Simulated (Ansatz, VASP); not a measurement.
Two plane-wave programs on Ca

```
Ca
1.0
     0.00000    2.75644    2.75644
     2.75644    0.00000    2.75644
     2.75644    2.75644    0.00000
Ca
1
Direct
  0.00000 0.00000 0.00000
```

Alike in both runs: task single point; functional LDA; k mesh 8 × 8 × 8; occupations fermi-dirac, width 0.05 eV; no spin polarisation.

```csv
,VASP,Ansatz
version,VASP 6.6.1,Ansatz 0.2.0
potentials or method,"VASP PAW LDA potentials, release 64 (Ca_sv)",Ansatz PAW
plane-wave cutoff (eV),520,420
valence electrons in the cell,10,10
```

|  | VASP | Ansatz | Ansatz less VASP |
| --- | --- | --- | --- |
| gap on the k mesh at the Fermi level (eV) | none | none | - |
| pressure (GPa) | -1.6 | -1.6 | +0.01 |

LDA's correlation is that of Perdew and Zunger in VASP and of Perdew and Wang (1992) in Ansatz. A gap of «none» marks a metal or a gap that the smearing closes.
